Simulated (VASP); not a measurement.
# Al (Im-3m) in VASP: further runs

Al is run at these levels: r2SCAN; tasks: single point.

All numbers are computed with VASP 6.6.1; they aren't measurements. Logs are shortened: lines on timing, memory, paths and dates and some standing lists are left out, and cuts for length are marked.

## (1) The cell of the first run

It takes space group Im-3m (No. 229, cubic). Conventional cell: a = 3.182 Å, b = 3.182 Å, c = 3.182 Å, α = 90.00°, β = 90.00°, γ = 90.00°. Al (site symmetry m-3m) has 14 Al at 2.76 to 3.18 Å within 3.6 Å.

## (2) Single point, r2SCAN

File POSCAR:

```
Al
1.0
   -1.5912186900      1.5912186900      1.5912186900
    1.5912186900     -1.5912186900      1.5912186900
    1.5912186900      1.5912186900     -1.5912186900
Al
1
Direct
    0.0000000000      0.0000000000      0.0000000000
```

File INCAR.step1:

```
PREC = Accurate
ENCUT = 520
ISMEAR = 0
SIGMA = 0.1
LREAL = False
LASPH = True
NELM = 60
NBANDS = 8
GGA = PE
ALGO = Normal
EDIFF = 1E-4
LWAVE = True
LCHARG = False
```

File INCAR.step2:

```
PREC = Accurate
ENCUT = 520
EDIFF = 1E-6
ISMEAR = 0
SIGMA = 0.1
LREAL = False
LASPH = True
NELM = 60
ALGO = Normal
ISIF = 2
LWAVE = False
LCHARG = True
METAGGA = R2SCAN
LMIXTAU = True
LELF = True
LVHAR = True
NBANDS = 8
ISTART = 1
```

File KPOINTS:

```
regular mesh
0
Gamma
  18 18 18
```

Potentials or basis: VASP PAW PBE potentials, release 64 (Al).

The run is started by

```
$ cat potpaw_PBE.64/Al/POTCAR > POTCAR
$ cp INCAR.step1 INCAR
$ mpirun -np 1 vasp_std > vasp.out
$ cp INCAR.step2 INCAR
$ mpirun -np 1 vasp_std > vasp.out
```

OUTCAR:

```text
PREC = Accurate
   ENCUT = 520
   EDIFF = 1E-6
   ISMEAR = 0
   LREAL = False
   LASPH = True
   NELM = 60
   ISIF = 2
   METAGGA = R2SCAN
   ISTART = 1

 ion  position               nearest neighbor table
   1  0.000  0.000  0.000-

  LATTYP: Found a body centered cubic cell.
 ALAT       =     3.1824373800

  Lattice vectors:

 A1 = (  -1.5912186900,   1.5912186900,   1.5912186900)
 A2 = (   1.5912186900,  -1.5912186900,   1.5912186900)
 A3 = (   1.5912186900,   1.5912186900,  -1.5912186900)

Analysis of symmetry for initial positions (statically):
=====================================================================
 Subroutine PRICEL returns:
 Original cell was already a primitive cell.

 Routine SETGRP: Setting up the symmetry group for a
 body centered cubic supercell.

 Subroutine GETGRP returns: Found 48 space group operations
 (whereof 48 operations were pure point group operations)
 out of a pool of 48 trial point group operations.

The static configuration has the point symmetry O_h .

Analysis of symmetry for dynamics (positions and initial velocities):
=====================================================================
 Subroutine PRICEL returns:
 Original cell was already a primitive cell.

 Routine SETGRP: Setting up the symmetry group for a
 body centered cubic supercell.

 Subroutine GETGRP returns: Found 48 space group operations
 (whereof 48 operations were pure point group operations)
 out of a pool of 48 trial point group operations.

The dynamic configuration has the point symmetry O_h .

 Subroutine INISYM returns: Found 48 space group operations
 (whereof 48 operations are pure point group operations),
 and found     1 'primitive' translations

----------------------------------------------------------------------------------------

                                     Primitive cell

  volume of cell :      16.1157

  direct lattice vectors                    reciprocal lattice vectors
    -1.591218690  1.591218690  1.591218690     0.000000000  0.314224565  0.314224565
     1.591218690 -1.591218690  1.591218690     0.314224565  0.000000000  0.314224565
     1.591218690  1.591218690 -1.591218690     0.314224565  0.314224565  0.000000000

  length of vectors
     2.756071617  2.756071617  2.756071617     0.444380641  0.444380641  0.444380641

  position of ions in fractional coordinates (direct lattice)
     0.000000000  0.000000000  0.000000000

  ion indices of the primitive-cell ions
   primitive index   ion index
                 1           1

----------------------------------------------------------------------------------------

 KPOINTS: regular mesh

Automatic generation of k-mesh.
 Grid dimensions read from file:
 generate k-points for:   18   18   18

 Generating k-lattice:

  Cartesian coordinates                     Fractional coordinates (reciprocal lattice)
     0.000000000  0.017456920  0.017456920     0.055555556  0.000000000  0.000000000
     0.017456920  0.000000000  0.017456920     0.000000000  0.055555556  0.000000000
     0.017456920  0.017456920  0.000000000     0.000000000  0.000000000  0.055555556

  Length of vectors
     0.024687813  0.024687813  0.024687813

  Shift w.r.t. Gamma in fractional coordinates (k-lattice)
     0.000000000  0.000000000  0.000000000

 Subroutine IBZKPT returns following result:
 ===========================================

 Found    195 irreducible k-points:

 Following reciprocal coordinates:
            Coordinates               Weight
  0.000000  0.000000  0.000000      1.000000
  0.055556  0.000000  0.000000     12.000000
  0.111111  0.000000  0.000000     12.000000
  0.166667  0.000000  0.000000     12.000000
  0.222222  0.000000  0.000000     12.000000
  0.277778  0.000000  0.000000     12.000000
[... 16 lines left out ...]
  0.333333  0.111111 -0.000000     48.000000
  0.388889  0.111111  0.000000     48.000000
 [... further k-points ...]
   k-points           NKPTS =    195   k-points in BZ     NKDIM =    195   number of bands    NBANDS=      8
   number of dos      NEDOS =    301   number of ions     NIONS =      1
   total plane-waves  NPLWV =   8000
   dimension x,y,z NGX =    20 NGY =   20 NGZ =   20
   dimension x,y,z NGXF=    40 NGYF=   40 NGZF=   40
   ions per type =               1
   NGX,Y,Z   is equivalent  to a cutoff of  12.06, 12.06, 12.06 a.u.
   NGXF,Y,Z  is equivalent  to a cutoff of  24.13, 24.13, 24.13 a.u.
 SYSTEM =  unknown system
   PREC   = accura    normal or accurate (medium, high low for compatibility)
   ISTART =      1    job   : 0-new  1-cont  2-samecut
   ICHARG =      0    charge: 1-file 2-atom 10-const
   ISPIN  =      1    spin polarized calculation?
   LNONCOLLINEAR =      F non collinear calculations
   LSORBIT =      F    spin-orbit coupling
   LASPH  =      T    aspherical Exc in radial PAW
   ENCUT  =  520.0 eV  38.22 Ry    6.18 a.u.   5.12  5.12  5.12*2*pi/ulx,y,z
   NELM   =     60;   NELMIN=  2; NELMDL=  0     # of ELM steps
   EDIFF  = 0.1E-05   stopping-criterion for ELM
   LREAL  =      F    real-space projection
   EDIFFG = 0.1E-04   stopping-criterion for IOM
   NSW    =      0    number of steps for IOM
   IBRION =     -1    ionic relax: 0-MD 1-quasi-New 2-CG
   NFREE  =      0    steps in history (QN), initial steepest desc. (CG)
   ISIF   =      2    stress and relaxation
   ISYM   =      2    0-nonsym 1-usesym 2-fastsym
   POTIM  = 0.5000    time-step for ionic-motion
   TEBEG  =    0.0;   TEEND  =   0.0 temperature during run
   PSTRESS=    0.0 pullay stress
   NELECT =       3.0000    total number of electrons
   NUPDOWN=      -1.0000    fix difference up-down
   EMIN   =  10.00;   EMAX   =-10.00  energy-range for DOS
   EFERMI =   0.00;   METHOD = LEGACY
   ISMEAR =     0;   SIGMA  =   0.10  broadening in eV -4-tet -1-fermi 0-gaus
   EFERMI_NEDOS =   21; number of points for ismear=-14 and -15
   IALGO  =     38    algorithm
   IMIX   =      4    mixing-type and parameters
     AMIX     =   0.40;   BMIX     =  1.00
     AMIX_MAG =   1.60;   BMIX_MAG =  1.00
  volume/ion in A,a.u.               =      16.12       108.75
  Fermi-wavevector in a.u.,A,eV,Ry     =   0.934757  1.766435 11.888371  0.873771
  Thomas-Fermi vector in A             =   2.061595
   LORBIT       =      0    0 simple, 1 ext, 2 COOP (PROOUT), +10 PAW based schemes
   METAGGA = R2SCAN    functional components
   LHFCALC =     F    Hartree Fock is set to
   AEXX    =    0.0000 exact exchange contribution
   IVDW    =     0    specifies the selected vdW correction
   LEPSILON=     F    determine dielectric tensor
   LRPA    =     F    only Hartree local field effects (RPA)
 non-spin polarized calculation
 Gauss-broadening in eV      SIGMA  =   0.10
  energy-cutoff  :      520.00
  volume of cell :       16.12
 maximum number of plane-waves:       466
   NGX = 11   NGY = 11   NGZ = 11

 number of electron       3.0000000 magnetization

 Free energy of the ion-electron system (eV)
  ---------------------------------------------------
  ext. energy  EPLUGINS =         0.00000000
  ---------------------------------------------------
  free energy    TOTEN  =        -6.62616228 eV

  energy without entropy =       -6.62382856  energy(sigma->0) =       -6.62499542

 E-fermi :   8.3109     XC(G=0): -11.0095

 val. band max:        8.3010588499   @ k =  -0.3333   0.5000   0.1667
 cond. band min:       8.3530664960   @ k =  -0.3889   0.4444   0.2222
 fundamental gap:      0.0520076461
 Fermi energy:         8.3109438698

 k-point     1 :       0.0000    0.0000    0.0000
  band No.  band energies     occupation
      1      -3.7481      2.00000
      2      22.4625      0.00000
      3      22.4625      0.00000
      4      22.4625      0.00000
      5      24.5662      0.00000
      6      24.5662      0.00000
      7      24.5662      0.00000
      8      25.7310      0.00000

 k-point     2 :       0.0556    0.0000    0.0000
  band No.  band energies     occupation
      1      -3.6521      2.00000
      2      21.3169      0.00000
      3      21.8537      0.00000
      4      22.0526      0.00000
      5      24.0171      0.00000
      6      24.8409      0.00000
      7      24.9829      0.00000
      8      25.3322      0.00000

 k-point     3 :       0.1111    0.0000    0.0000
  band No.  band energies     occupation
      1      -3.3646      2.00000
      2      19.0387      0.00000
      3      20.8661      0.00000
      4      21.1542      0.00000
      5      23.0194      0.00000
      6      24.0070      0.00000
      7      25.5223      0.00000
      8      26.1237      0.00000

 k-point     4 :       0.1667    0.0000    0.0000
  band No.  band energies     occupation
      1      -2.8867      2.00000
      2      16.5508      0.00000
      3      19.9365      0.00000
      4      20.1621      0.00000
      5      22.0254      0.00000
      6      23.2584      0.00000
      7      26.1878      0.00000
      8      26.5015      0.00000

 k-point     5 :       0.2222    0.0000    0.0000
  band No.  band energies     occupation
      1      -2.2203      2.00000
      2      14.1018      0.00000
      3      19.1330      0.00000
      4      19.2423      0.00000
      5      21.1446      0.00000
      6      22.5719      0.00000
      7      26.9713      0.00000
      8      27.0134      0.00000

 k-point     6 :       0.2778    0.0000    0.0000
  band No.  band energies     occupation
      1      -1.3681      2.00000
      2      11.7632      0.00000
      3      18.4569      0.00000
      4      18.4713      0.00000
      5      20.4099      0.00000
      6      21.9597      0.00000
      7      27.6589      0.00000
      8      27.8958      0.00000

 k-point     7 :       0.3333    0.0000    0.0000
  band No.  band energies     occupation
      1      -0.3339      2.00000
      2       9.5626      0.00000
      3      17.8321      0.00000
      4      17.9558      0.00000
      5      19.8330      0.00000
      6      21.4500      0.00000
      7      28.4255      0.00000
      8      28.9636      0.00000

 k-point     8 :       0.3889    0.0000    0.0000
  band No.  band energies     occupation
      1       0.8767      2.00000
      2       7.5152      2.00000
      3      17.3802      0.00000
      4      17.5876      0.00000
      5      19.4190      0.00000
      6      21.0680      0.00000
      7      29.2767      0.00000
      8      30.1510      0.00000

 k-point     9 :       0.4444    0.0000    0.0000
  band No.  band energies     occupation
      1       2.2490      2.00000
      2       5.6396      2.00000
      3      17.1071      0.00000
      4      17.3668      0.00000
      5      19.1701      0.00000
      6      20.8318      0.00000
      7      30.0953      0.00000
      8      31.3547      0.00000

 k-point    10 :       0.5000    0.0000    0.0000
  band No.  band energies     occupation
      1       3.4740      2.00000
      2       4.2468      2.00000
      3      17.0158      0.00000
      4      17.2932      0.00000
      5      19.0870      0.00000
      6      20.7520      0.00000
      7      30.5041      0.00000
      8      32.0449      0.00000
[... 78 lines left out ...]
 k-point    18 :       0.4444    0.0556    0.0000
  band No.  band energies     occupation
      1       3.0378      2.00000
      2       4.8609      2.00000
      3      15.6991      0.00000
      4      17.3284      0.00000
      5      19.7121      0.00000
      6      21.6849      0.00000
      7      29.8610      0.00000
      8      31.4932      0.00000

 k-point    19 :       0.1111    0.1111    0.0000
  band No.  band energies     occupation
      1      -2.6007      2.00000
      2      16.5284      0.00000
      3      17.0346      0.00000
      4      19.7345      0.00000
      5      23.1819      0.00000
      6      23.5312      0.00000
      7      26.4573      0.00000
      8      26.6628      0.00000

 k-point    20 :       0.1667    0.1111    0.0000
  band No.  band energies     occupation
      1      -1.9356      2.00000
      2      14.2970      0.00000
      3      15.9263      0.00000
      4      18.9241      0.00000
      5      22.5597      0.00000
      6      23.7785      0.00000
      7      26.2049      0.00000
      8      28.0819      0.00000

 k-point    21 :       0.2222    0.1111    0.0000
  band No.  band energies     occupation
      1      -1.0852      2.00000
      2      11.9956      0.00000
      3      15.1395      0.00000
      4      18.2280      0.00000
      5      21.8904      0.00000
      6      24.0156      0.00000
      7      26.1231      0.00000
      8      29.5328      0.00000

 k-point    22 :       0.2778    0.1111    0.0000
  band No.  band energies     occupation
      1      -0.0532      2.00000
      2       9.8123      0.00000
      3      14.5309      0.00000
      4      17.6740      0.00000
      5      21.3373      0.00000
      6      23.9781      0.00000
      7      26.5590      0.00000
      8      30.7163      0.00000

 k-point    23 :       0.3333    0.1111   -0.0000
  band No.  band energies     occupation
      1       1.1547      2.00000
      2       7.7753      2.00000
      3      14.0954      0.00000
      4      17.2735      0.00000
      5      20.9308      0.00000
      6      23.7992      0.00000
      7      27.3891      0.00000
      8      31.4028      0.00000

 k-point    24 :       0.3889    0.1111    0.0000
  band No.  band energies     occupation
      1       2.5234      2.00000
      2       5.9071      2.00000
      3      13.8336      0.00000
      4      17.0315      0.00000
      5      20.6832      0.00000
      6      23.6482      0.00000
      7      28.3948      0.00000
      8      31.0772      0.00000

 [... further k-points ...]
[... 5 lines left out ...]
  --------------------------------------------------------------------------------------
  -------------------------------------------------------------------------------------
  Total        0.0157291      0.0157291      0.0157291      0.0000000      0.0000000      0.0000000
  in kB        1.5637460      1.5637460      1.5637460      0.0000000      0.0000000      0.0000000
  external PRESSURE =       1.5637460 kB  Pullay stress =       0.0000000 kB

 VOLUME and BASIS-vectors are now :
 -----------------------------------------------------------------------------
  energy-cutoff  :      520.00
  volume of cell :       16.12
      direct lattice vectors                 reciprocal lattice vectors
    -1.591218690  1.591218690  1.591218690     0.000000000  0.314224565  0.314224565
     1.591218690 -1.591218690  1.591218690     0.314224565  0.000000000  0.314224565
     1.591218690  1.591218690 -1.591218690     0.314224565  0.314224565  0.000000000

 POSITION                                       TOTAL-FORCE (eV/Angst)
 -----------------------------------------------------------------------------------
      0.00000      0.00000      0.00000         0.000000     -0.000000      0.000000
 -----------------------------------------------------------------------------------
    total drift:                                0.000000      0.000000      0.000000

  FREE ENERGIE OF THE ION-ELECTRON SYSTEM (eV)
  ---------------------------------------------------
  free  energy   TOTEN  =        -6.6261622819 eV

  energy  without entropy=       -6.6238285622  energy(sigma->0) =       -6.62499542
```

It took 26 s on 1 thread of Intel Xeon 6975P-C (Granite Rapids), shared host; peak memory 0.13 GiB.

Results:

```
Free energy : -6.6262 eV
Pressure    : 0.2 GPa
```

Caveat: the PAW data sets were made with another functional, which shifts forces and pressure a little.

(Continued in part 2 of 2.)
